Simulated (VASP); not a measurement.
# GaAs (I-4m2) in VASP: single point with PBE

Aim: the single point of GaAs with PBE.

Program: VASP 6.6.1. These are calculated values, not measurements. Logs are shortened: lines on timing, memory, paths and dates and some standing lists are left out, and cuts for length are marked.

## Step 1: The cell of the first run

Symmetry: I-4m2, No. 119, tetragonal system. Conventional cell: a = 3.916 Å, b = 3.916 Å, c = 5.869 Å, α = 90.00°, β = 90.00°, γ = 90.00°. Ga (site symmetry -4m2) has 4 As at 2.45 Å within 3.2 Å. As (site symmetry -4m2) has 4 Ga at 2.45 Å within 3.2 Å.

## Step 2: Single point, PBE (strained cell)

File INCAR:

```
  ALGO = Normal
  EDIFF = 1E-6
  ENCUT = 500
  GGA = PE
  GGA_COMPAT = F
  ISIF = 2
  ISMEAR = 0
  LASPH = T
  LCHARG = F
  LREAL = F
  LWAVE = F
  NBANDS = 16
  NELM = 120
  PREC = Accurate
  SIGMA = 0.02
```

File KPOINTS:

```
k-points
0
Gamma
  10 10 10
```

File POSCAR:

```
GaAs
1.0
    0.0000000000      2.7691166704      2.9345742639
    2.7691166704      0.0000000000      2.9345742639
    2.7691166704      2.7691166704      0.0000000000
Ga As
1 1
Direct
    0.0000000000      0.0000000000      0.0000000000
    0.2500000000      0.2500000000      0.2500000000
```

Potentials or basis: VASP PAW PBE potentials, release 64 (Ga_d, As).

Launch:

```bash
> cat potpaw_PBE.64/Ga_d/POTCAR potpaw_PBE.64/As/POTCAR > POTCAR
> mpirun -np 1 vasp_std > vasp.out
```

OUTCAR:

```text
EDIFF = 1E-6
   ENCUT = 500
   GGA = PE
   ISIF = 2
   ISMEAR = 0
   LASPH = T
   LREAL = F
   NELM = 120
   PREC = Accurate

 ion  position               nearest neighbor table
   1  0.000  0.000  0.000-   2 2.45   2 2.45   2 2.45   2 2.45
   2  0.250  0.250  0.250-   1 2.45   1 2.45   1 2.45   1 2.45

  LATTYP: Found a body centered tetragonal cell.
 ALAT       =     3.9161223511
 C/A-ratio  =     1.4987142897

  Lattice vectors:

 A1 = (  -2.7691166704,   0.0000000000,   2.9345742639)
 A2 = (   2.7691166704,   0.0000000000,   2.9345742639)
 A3 = (   0.0000000000,   2.7691166704,  -2.9345742639)

Analysis of symmetry for initial positions (statically):
=====================================================================
 Subroutine PRICEL returns:
 Original cell was already a primitive cell.

 Routine SETGRP: Setting up the symmetry group for a
 body centered tetragonal supercell.

 Subroutine GETGRP returns: Found  8 space group operations
 (whereof  8 operations were pure point group operations)
 out of a pool of 16 trial point group operations.

The static configuration has the point symmetry D_2d.

Analysis of symmetry for dynamics (positions and initial velocities):
=====================================================================
 Subroutine PRICEL returns:
 Original cell was already a primitive cell.

 Routine SETGRP: Setting up the symmetry group for a
 body centered tetragonal supercell.

 Subroutine GETGRP returns: Found  8 space group operations
 (whereof  8 operations were pure point group operations)
 out of a pool of 16 trial point group operations.

The dynamic configuration has the point symmetry D_2d.

 Subroutine INISYM returns: Found  8 space group operations
 (whereof  8 operations are pure point group operations),
 and found     1 'primitive' translations

----------------------------------------------------------------------------------------

                                     Primitive cell

  volume of cell :      45.0047

  direct lattice vectors                    reciprocal lattice vectors
     0.000000000  2.769116670  2.934574264    -0.180562995  0.180562995  0.170382466
     2.769116670  0.000000000  2.934574264     0.180562995 -0.180562995  0.170382466
     2.769116670  2.769116670  0.000000000     0.180562995  0.180562995 -0.170382466

  length of vectors
     4.034815144  4.034815144  3.916122351     0.306979112  0.306979112  0.306979112

  position of ions in fractional coordinates (direct lattice)
     0.000000000  0.000000000  0.000000000
     0.250000000  0.250000000  0.250000000

  ion indices of the primitive-cell ions
   primitive index   ion index
                 1           1
                 2           2

----------------------------------------------------------------------------------------

 KPOINTS: k-points

Automatic generation of k-mesh.
 Grid dimensions read from file:
 generate k-points for:   10   10   10

 Generating k-lattice:

  Cartesian coordinates                     Fractional coordinates (reciprocal lattice)
    -0.018056300  0.018056300  0.017038247     0.100000000  0.000000000  0.000000000
     0.018056300 -0.018056300  0.017038247     0.000000000  0.100000000  0.000000000
     0.018056300  0.018056300 -0.017038247    -0.000000000 -0.000000000  0.100000000

  Length of vectors
     0.030697911  0.030697911  0.030697911

  Shift w.r.t. Gamma in fractional coordinates (k-lattice)
     0.000000000  0.000000000  0.000000000

 Subroutine IBZKPT returns following result:
 ===========================================

 Found    102 irreducible k-points:

 Following reciprocal coordinates:
            Coordinates               Weight
  0.000000  0.000000  0.000000      1.000000
  0.100000  0.000000  0.000000      8.000000
  0.200000  0.000000  0.000000      8.000000
  0.300000 -0.000000  0.000000      8.000000
  0.400000 -0.000000  0.000000      8.000000
  0.500000 -0.000000  0.000000      4.000000
[... 16 lines left out ...]
  0.300000  0.300000  0.000000      2.000000
  0.400000  0.300000  0.000000      8.000000
 [... further k-points ...]
   k-points           NKPTS =    102   k-points in BZ     NKDIM =    102   number of bands    NBANDS=     16
   number of dos      NEDOS =    301   number of ions     NIONS =      2
   total plane-waves  NPLWV =  27000
   dimension x,y,z NGX =    30 NGY =   30 NGZ =   30
   dimension x,y,z NGXF=    60 NGYF=   60 NGZF=   60
   ions per type =               1   1
   NGX,Y,Z   is equivalent  to a cutoff of  12.36, 12.36, 12.74 a.u.
   NGXF,Y,Z  is equivalent  to a cutoff of  24.72, 24.72, 25.47 a.u.
 SYSTEM =  unknown system
   PREC   = accura    normal or accurate (medium, high low for compatibility)
   ISTART =      0    job   : 0-new  1-cont  2-samecut
   ICHARG =      2    charge: 1-file 2-atom 10-const
   ISPIN  =      1    spin polarized calculation?
   LNONCOLLINEAR =      F non collinear calculations
   LSORBIT =      F    spin-orbit coupling
   LASPH  =      T    aspherical Exc in radial PAW
   ENCUT  =  500.0 eV  36.75 Ry    6.06 a.u.   7.36  7.36  7.14*2*pi/ulx,y,z
   NELM   =    120;   NELMIN=  2; NELMDL= -5     # of ELM steps
   EDIFF  = 0.1E-05   stopping-criterion for ELM
   LREAL  =      F    real-space projection
[... 7 lines left out ...]
   TEBEG  =    0.0;   TEEND  =   0.0 temperature during run
   PSTRESS=    0.0 pullay stress
   NELECT =      18.0000    total number of electrons
   NUPDOWN=      -1.0000    fix difference up-down
   EMIN   =  10.00;   EMAX   =-10.00  energy-range for DOS
   EFERMI =   0.00;   METHOD = LEGACY
   ISMEAR =     0;   SIGMA  =   0.02  broadening in eV -4-tet -1-fermi 0-gaus
   EFERMI_NEDOS =   21; number of points for ismear=-14 and -15
   IALGO  =     38    algorithm
   IMIX   =      4    mixing-type and parameters
     AMIX     =   0.40;   BMIX     =  1.00
     AMIX_MAG =   1.60;   BMIX_MAG =  1.00
  volume/ion in A,a.u.               =      22.50       151.85
  Fermi-wavevector in a.u.,A,eV,Ry     =   1.206183  2.279355 19.794802  1.454877
  Thomas-Fermi vector in A             =   2.341857
   LORBIT       =      0    0 simple, 1 ext, 2 COOP (PROOUT), +10 PAW based schemes
   GGA     = PE    functional components
   LHFCALC =     F    Hartree Fock is set to
   AEXX    =    0.0000 exact exchange contribution
   IVDW    =     0    specifies the selected vdW correction
   LEPSILON=     F    determine dielectric tensor
   LRPA    =     F    only Hartree local field effects (RPA)
 non-spin polarized calculation
 Gauss-broadening in eV      SIGMA  =   0.02
  energy-cutoff  :      500.00
  volume of cell :       45.00
 maximum number of plane-waves:      1159
 NGX is ok and might be reduce to    30
   NGX = 15   NGY = 15   NGZ = 15

 number of electron      18.0000002 magnetization

 Free energy of the ion-electron system (eV)
  ---------------------------------------------------
  ext. energy  EPLUGINS =         0.00000000
  ---------------------------------------------------
  free energy    TOTEN  =        -8.22688615 eV

  energy without entropy =       -8.22688615  energy(sigma->0) =       -8.22688615

 E-fermi :   4.1709     XC(G=0):  -9.6096

 val. band max:        4.0889792622   @ k =   0.0000   0.0000   0.0000
 cond. band min:       4.4895146594   @ k =   0.0000   0.0000   0.0000
 fundamental gap:      0.4005353972
 Fermi energy:         4.1708667892

 k-point     1 :       0.0000    0.0000    0.0000
  band No.  band energies     occupation
      1     -10.8576      2.00000
      2     -10.8425      2.00000
      3     -10.8425      2.00000
      4     -10.7727      2.00000
      5     -10.7647      2.00000
      6      -8.7782      2.00000
[... 8 lines left out ...]
     15      13.4636      0.00000
     16      14.6664      0.00000

 k-point     2 :       0.1000    0.0000    0.0000
  band No.  band energies     occupation
      1     -10.8606      2.00000
      2     -10.8461      2.00000
      3     -10.8402      2.00000
      4     -10.7731      2.00000
      5     -10.7645      2.00000
      6      -8.6600      2.00000
[... 8 lines left out ...]
     15      12.9252      0.00000
     16      13.8792      0.00000

 k-point     3 :       0.2000    0.0000    0.0000
  band No.  band energies     occupation
      1     -10.8791      2.00000
      2     -10.8436      2.00000
      3     -10.8346      2.00000
      4     -10.7737      2.00000
      5     -10.7634      2.00000
      6      -8.3204      2.00000
[... 8 lines left out ...]
     15      13.2105      0.00000
     16      13.2282      0.00000

 k-point     4 :       0.3000   -0.0000    0.0000
  band No.  band energies     occupation
      1     -10.9030      2.00000
      2     -10.8380      2.00000
      3     -10.8287      2.00000
      4     -10.7735      2.00000
      5     -10.7611      2.00000
      6      -7.8116      2.00000
[... 8 lines left out ...]
     15      13.3663      0.00000
     16      13.4738      0.00000
[... 324 lines left out ...]
 k-point    22 :      -0.2000    0.2000    0.0000
  band No.  band energies     occupation
      1     -10.9096      2.00000
      2     -10.8337      2.00000
      3     -10.8255      2.00000
      4     -10.7777      2.00000
      5     -10.7605      2.00000
      6      -7.6099      2.00000
[... 8 lines left out ...]
     15      14.5038      0.00000
     16      15.2774      0.00000

 k-point    23 :       0.3000    0.3000    0.0000
  band No.  band energies     occupation
      1     -10.9303      2.00000
      2     -10.8122      2.00000
      3     -10.8122      2.00000
      4     -10.7761      2.00000
      5     -10.7662      2.00000
      6      -7.5566      2.00000
[... 8 lines left out ...]
     15      15.9900      0.00000
     16      16.0963      0.00000

 k-point    24 :       0.4000    0.3000    0.0000
  band No.  band energies     occupation
      1     -10.9410      2.00000
      2     -10.8089      2.00000
      3     -10.8066      2.00000
      4     -10.7774      2.00000
      5     -10.7655      2.00000
      6      -7.1308      2.00000
[... 8 lines left out ...]
     15      16.4512      0.00000
     16      16.5571      0.00000

 [... further k-points ...]

------------------------ aborting loop because EDIFF is reached ----------------------------------------

  FORCE on cell =-STRESS in cart. coord.  units (eV):
  Direction    XX          YY          ZZ          XY          YZ          ZX
  --------------------------------------------------------------------------------------
  -------------------------------------------------------------------------------------
  Total        1.3968780      1.3968780      0.3286005      0.0000000      0.0000000      0.0000000
  in kB       49.7291980     49.7291980     11.6982566      0.0000000      0.0000000      0.0000000
  external PRESSURE =      37.0522175 kB  Pullay stress =       0.0000000 kB

 VOLUME and BASIS-vectors are now :
 -----------------------------------------------------------------------------
  energy-cutoff  :      500.00
  volume of cell :       45.00
      direct lattice vectors                 reciprocal lattice vectors
     0.000000000  2.769116670  2.934574264    -0.180562995  0.180562995  0.170382466
     2.769116670  0.000000000  2.934574264     0.180562995 -0.180562995  0.170382466
     2.769116670  2.769116670  0.000000000     0.180562995  0.180562995 -0.170382466

 POSITION                                       TOTAL-FORCE (eV/Angst)
 -----------------------------------------------------------------------------------
      0.00000      0.00000      0.00000         0.000000      0.000000     -0.000000
      1.38456      1.38456      1.46729        -0.000000     -0.000000      0.000000
 -----------------------------------------------------------------------------------
    total drift:                                0.000000      0.000000     -0.000001

  FREE ENERGIE OF THE ION-ELECTRON SYSTEM (eV)
  ---------------------------------------------------
  free  energy   TOTEN  =        -8.2268861487 eV

  energy  without entropy=       -8.2268861487  energy(sigma->0) =       -8.22688615
```

Run time: 1.7 min. Hardware: 1 thread of Intel Xeon 8259CL, shared host; peak memory 0.22 GiB.

What came out:

* Free energy: -8.2269 eV
* Pressure: 3.7 GPa
* Band gap on the k mesh: 0.40 eV

Levels at points of the mesh, in eV from the valence-band top:
```tsv
k point	band 6	band 7	band 8	band 9	band 10	band 11	band 12	band 13
(0.00, 0.00, 0.00)	-12.87	-0.37	0.00	0.00	0.40	3.58	3.58	3.74
(0.50, 0.00, 0.00)	-11.09	-6.77	-1.51	-1.02	0.83	4.39	4.72	7.67
(0.50, 0.50, 0.00)	-10.50	-7.18	-2.54	-2.54	1.59	1.90	10.04	10.04
(0.50, 0.00, 0.50)	-10.27	-6.83	-2.94	-2.91	1.22	1.36	9.74	10.06
```

Caveat: the cell differs from its parent crystal (strained cell); the cell stands under pressure; semilocal functionals underestimate gaps, and a narrow one can read as zero. A k mesh can miss the band edges.
